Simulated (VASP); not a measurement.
# Rh in VASP: single point with PBE+D3(BJ)

Aim: the single point of Rh with PBE+D3(BJ).

All numbers are computed with VASP 6.6.1; they aren't measurements. Logs are shortened: lines on timing, memory, paths and dates and some standing lists are left out, and cuts for length are marked.

### Step 1. The cell of the first run

The cell holds a slab with vacuum, 16 atoms: a = 5.365 Å, b = 5.365 Å, c = 24.282 Å, α = 90.00°, β = 90.00°, γ = 90.00°.

### Step 2. Single point, PBE+D3(BJ)

INCAR reads:

```
SYSTEM = Rh
PREC = Accurate
ENCUT = 520
EDIFF = 1E-7
ISMEAR = 0
SIGMA = 0.1
LREAL = Auto
LASPH = .TRUE.
NELM = 100
ALGO = Fast
ISIF = 2
LWAVE = .FALSE.
LCHARG = .TRUE.
LDIPOL = .TRUE.
IDIPOL = 3
DIPOL = 0.5 0.5 0.447
GGA = PE
IVDW = 12
LELF = .TRUE.
LVHAR = .TRUE.
LVACPOTAV = .TRUE.
NBANDS = 134
```

KPOINTS reads:

```
regular mesh
0
G
  4 4 1
  0 0 0
```

POSCAR reads:

```
Rh
1.0
    5.3647950069      0.0000000000      0.0000000000
    0.0000000000      5.3647950069      0.0000000000
    0.0000000000      0.0000000000     24.2820243936
Rh
16
Direct
    0.2500000000      0.2500000000      0.3294618220
    0.2500000000      0.7500000000      0.3294618220
    0.7500000000      0.2500000000      0.3294618220
    0.7500000000      0.7500000000      0.3294618220
    0.5000000000      0.5000000000      0.4075748094
    0.5000000000      0.0000000000      0.4075748094
    0.0000000000      0.5000000000      0.4075748094
    0.0000000000      0.0000000000      0.4075748094
    0.7501319952      0.7499857911      0.4863345400
    0.7499993132      0.2499840374      0.4860757988
    0.2501607809      0.7499889439      0.4863758773
    0.2504044716      0.2499827475      0.4860949225
    0.0003849124      0.0025178863      0.5651859102
    0.0003953269      0.4974525452      0.5651970882
    0.5004626720     -0.0011913449      0.5621545447
    0.5004636148      0.5011629855      0.5621559766
```

Potentials or basis: VASP PAW PBE potentials, release 64 (Rh_pv).

The run is started by

```
cat potpaw_PBE.64/Rh_pv/POTCAR > POTCAR
mpirun -np 1 vasp_std > vasp.out
```

OUTCAR:

```text
SYSTEM = Rh
   PREC = Accurate
   ENCUT = 520
   EDIFF = 1E-7
   ISMEAR = 0
   LREAL = Auto
   LASPH = .TRUE.
   NELM = 100
   ISIF = 2
   GGA = PE
   IVDW = 12
 IVDW          = 12

 ion  position               nearest neighbor table
   1  0.250  0.250  0.329-   2 2.68   3 2.68   2 2.68   3 2.68   7 2.68   8 2.68   5 2.68   6 2.68

   2  0.250  0.750  0.329-   1 2.68   4 2.68   1 2.68   4 2.68   7 2.68   8 2.68   5 2.68   6 2.68

   3  0.750  0.250  0.329-   1 2.68   4 2.68   4 2.68   1 2.68   7 2.68   8 2.68   5 2.68   6 2.68
[... 23 lines left out ...]
  15  0.500  0.999  0.562-   9 2.64  11 2.64  10 2.65  12 2.65  16 2.67  13 2.68  13 2.68  16 2.70

  16  0.500  0.501  0.562-   9 2.64  11 2.64  10 2.65  12 2.65  15 2.67  14 2.68  14 2.68  15 2.70

  LATTYP: Found a simple tetragonal cell.
 ALAT       =     5.3647950069
 C/A-ratio  =     4.5261793531

  Lattice vectors:

 A1 = (   5.3647950069,   0.0000000000,   0.0000000000)
 A2 = (   0.0000000000,   5.3647950069,   0.0000000000)
 A3 = (   0.0000000000,   0.0000000000,  24.2820243936)

Analysis of symmetry for initial positions (statically):
=====================================================================
 Subroutine PRICEL returns:
 Original cell was already a primitive cell.

 Routine SETGRP: Setting up the symmetry group for a
 simple tetragonal supercell.

 Subroutine GETGRP returns: Found  1 space group operations
 (whereof  1 operations were pure point group operations)
 out of a pool of 16 trial point group operations.

The static configuration has the point symmetry C_1 .

Analysis of symmetry for dynamics (positions and initial velocities):
=====================================================================
 Subroutine PRICEL returns:
 Original cell was already a primitive cell.

 Routine SETGRP: Setting up the symmetry group for a
 simple tetragonal supercell.

 Subroutine GETGRP returns: Found  1 space group operations
 (whereof  1 operations were pure point group operations)
 out of a pool of 16 trial point group operations.

The dynamic configuration has the point symmetry C_1 .

 Subroutine INISYM returns: Found  1 space group operations
 (whereof  1 operations are pure point group operations),
 and found     1 'primitive' translations

----------------------------------------------------------------------------------------

                                     Primitive cell

  volume of cell :     698.8616

  direct lattice vectors                    reciprocal lattice vectors
     5.364795007  0.000000000  0.000000000     0.186400412  0.000000000  0.000000000
[... 113 lines left out ...]
   EFERMI =   0.00;   METHOD = LEGACY
   ISMEAR =     0;   SIGMA  =   0.10  broadening in eV -4-tet -1-fermi 0-gaus
   EFERMI_NEDOS =   21; number of points for ismear=-14 and -15
   IALGO  =     68    algorithm
   IMIX   =      4    mixing-type and parameters
     AMIX     =   0.40;   BMIX     =  1.00
     AMIX_MAG =   1.60;   BMIX_MAG =  1.00
  volume/ion in A,a.u.               =      43.68       294.76
  Fermi-wavevector in a.u.,A,eV,Ry     =   1.146432  2.166442 17.882214  1.314306
  Thomas-Fermi vector in A             =   2.283116
   LORBIT       =      0    0 simple, 1 ext, 2 COOP (PROOUT), +10 PAW based schemes
   GGA     = PE    functional components
   LHFCALC =     F    Hartree Fock is set to
   AEXX    =    0.0000 exact exchange contribution
   IVDW    =    12    specifies the selected vdW correction
   LEPSILON=     F    determine dielectric tensor
   LRPA    =     F    only Hartree local field effects (RPA)
 non-spin polarized calculation
 RMM-DIIS sequential band-by-band and
 Gauss-broadening in eV      SIGMA  =   0.10
  energy-cutoff  :      520.00
  volume of cell :      698.86
 maximum number of plane-waves:     18852
   NGX = 19   NGY = 19   NGZ = 91

 dipolmoment           0.000000      0.000000      0.000300 electrons x Angstroem

 number of electron     239.9999999 magnetization

 dipolmoment           0.000000      0.000000     -0.000465 electrons x Angstroem

 Free energy of the ion-electron system (eV)
  ---------------------------------------------------
  ext. energy  EPLUGINS =         0.00000000
  ---------------------------------------------------
  free energy    TOTEN  =      -107.41625103 eV

  energy without entropy =     -107.27136047  energy(sigma->0) =     -107.34380575

 E-fermi :   0.2491     XC(G=0):  -5.2351

 val. band max:        0.2430890596   @ k =   0.0000   0.2500   0.0000
 cond. band min:       0.2780901284   @ k =   0.0000   0.2500   0.0000
 fundamental gap:      0.0350010688
 Fermi energy:         0.2490671935

 k-point     1 :       0.0000    0.0000    0.0000
  band No.  band energies     occupation
      1     -46.8287      2.00000
      2     -46.8266      2.00000
      3     -46.8136      2.00000
      4     -46.8135      2.00000
      5     -46.7951      2.00000
      6     -46.7949      2.00000
[... 1339 lines left out ...]
    131       0.8805      0.00000
    132       0.8947      0.00000
 [bands above 132 left out]

------------------------ aborting loop because EDIFF is reached ----------------------------------------

 Edisp (eV)   -7.27424

 E8    (eV) :    -3.4027

  FORCE on cell =-STRESS in cart. coord.  units (eV):
  Direction    XX          YY          ZZ          XY          YZ          ZX
  --------------------------------------------------------------------------------------
  -------------------------------------------------------------------------------------
  Total     -13.15304   -13.05760    -4.33680     0.00015     0.00253    -0.07160
  in kB     -30.15404   -29.93525    -9.94235     0.00034     0.00580    -0.16416
  external pressure =      -23.34 kB  Pullay stress =        0.00 kB

 VOLUME and BASIS-vectors are now :
 -----------------------------------------------------------------------------
  energy-cutoff  :      520.00
  volume of cell :      698.86
      direct lattice vectors                 reciprocal lattice vectors
     5.364795007  0.000000000  0.000000000     0.186400412  0.000000000  0.000000000
     0.000000000  5.364795007  0.000000000     0.000000000  0.186400412  0.000000000
     0.000000000  0.000000000 24.282024394     0.000000000  0.000000000  0.041182728

 POSITION                                       TOTAL-FORCE (eV/Angst)
 -----------------------------------------------------------------------------------
      1.34120      1.34120      8.00000        -0.004642      0.000006      0.340747
      1.34120      4.02360      8.00000         0.009143      0.000004      0.338596
      4.02360      1.34120      8.00000         0.004773     -0.000025      0.341567
      4.02360      4.02360      8.00000        -0.008995      0.000014      0.338560
      2.68240      2.68240      9.89674         0.001950      0.008057     -0.319356
      2.68240      0.00000      9.89674         0.001970     -0.008600     -0.319262
[... 8 lines left out ...]
      2.68488      5.35840     13.65025        -0.006440      0.079569      0.063174
      2.68488      2.68864     13.65029        -0.006357     -0.079600      0.062743
 -----------------------------------------------------------------------------------
    total drift:                                0.002214     -0.000282      0.001809

  FREE ENERGIE OF THE ION-ELECTRON SYSTEM (eV)
  ---------------------------------------------------
  free  energy   TOTEN  =      -114.6904939671 eV

  energy  without entropy=     -114.5456034113  energy(sigma->0) =     -114.61804869

 vacuum level on the upper side and lower side of the slab         5.358         5.361
```

OSZICAR:

```text
N       E                     dE             d eps       ncg     rms          rms(c)
DAV:   1     0.248501931877E+04    0.24850E+04   -0.15258E+05  3432   0.169E+03
DAV:   2    -0.190744303317E+02   -0.25041E+04   -0.24458E+04  2856   0.490E+02
DAV:   3    -0.109513301967E+03   -0.90439E+02   -0.83612E+02  3400   0.881E+01
[... 34 lines left out ...]
RMM:  38    -0.107416248992E+03   -0.88510E-06   -0.11190E-07   700   0.271E-04    0.202E-04
RMM:  39    -0.107416250096E+03   -0.11041E-05   -0.78052E-08   702   0.259E-04    0.190E-04
RMM:  40    -0.107416250809E+03   -0.71284E-06   -0.53886E-08   662   0.254E-04    0.859E-05
RMM:  41    -0.107416250950E+03   -0.14102E-06   -0.27430E-08   515   0.219E-04    0.365E-05
RMM:  42    -0.107416251028E+03   -0.77867E-07   -0.17137E-08   455   0.209E-04
   1 F= -.11469049E+03 E0= -.11461805E+03  d E =-.144891E+00
```

Wall time 59 min (1 thread of Oxide Virtual Turin-like, shared host); peak memory 0.92 GiB.

Results:

```
Free energy                : -114.6905 eV
Largest force              : 0.486 eV/Å
Band gap on the k mesh     : zero (bands 120 and 121 overlap by 0.81 eV)
Dispersion energy per atom : -0.455 eV
```

Forces in eV/Å, atoms in the order of the input:
```
Rh  -0.005  0.000  0.341
Rh   0.009  0.000  0.339
Rh   0.005  0.000  0.342
Rh  -0.009  0.000  0.339
Rh   0.002  0.008 -0.319
Rh   0.002 -0.009 -0.319
Rh   0.005  0.018 -0.344
Rh   0.005 -0.019 -0.344
Rh   0.185  0.000  0.173
Rh   0.158  0.001  0.223
Rh  -0.180  0.000  0.167
Rh  -0.158  0.001  0.221
Rh  -0.004 -0.112 -0.471
Rh  -0.004  0.112 -0.473
Rh  -0.006  0.080  0.063
Rh  -0.006 -0.080  0.063
```

The gap in the log of VASP goes by the Fermi energy; the results here count the filled bands.